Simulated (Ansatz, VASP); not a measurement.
Al in VASP and in Ansatz

```
Al
1.0
     0.00000    2.12518    2.02398
     2.12518    0.00000    2.02398
     2.12518    2.12518    0.00000
Al
1
Direct
  0.00000 0.00000 0.00000
```

Change from the starting cell: strain +0.050 along x and y, +0.000 along z, atoms carried along.

Alike in both runs: task single point; functional PBEsol; k mesh 20 × 20 × 20; occupations gaussian, width 0.15 eV; no spin polarisation.

|  | VASP | Ansatz |
| --- | --- | --- |
| version | VASP 6.6.1 | Ansatz 0.2.0 |
| potentials or method | VASP PAW PBE potentials, release 64 (Al), cutoff 520 eV | scalar-relativistic, plane waves, PAW |
| valence electrons in the cell | 3 | 3 |

```tsv
	VASP	Ansatz	Ansatz less VASP
gap on the k mesh at the Fermi level (eV)	none	none	-
pressure (GPa)	-7.5	-7.5	-0.03
traceless stress, the component that is largest in VASP (GPa)	1.11	1.11	0.000
```

VASP's potentials were made for PBE, not for PBEsol. A gap of «none» marks a metal or a gap that the smearing closes.
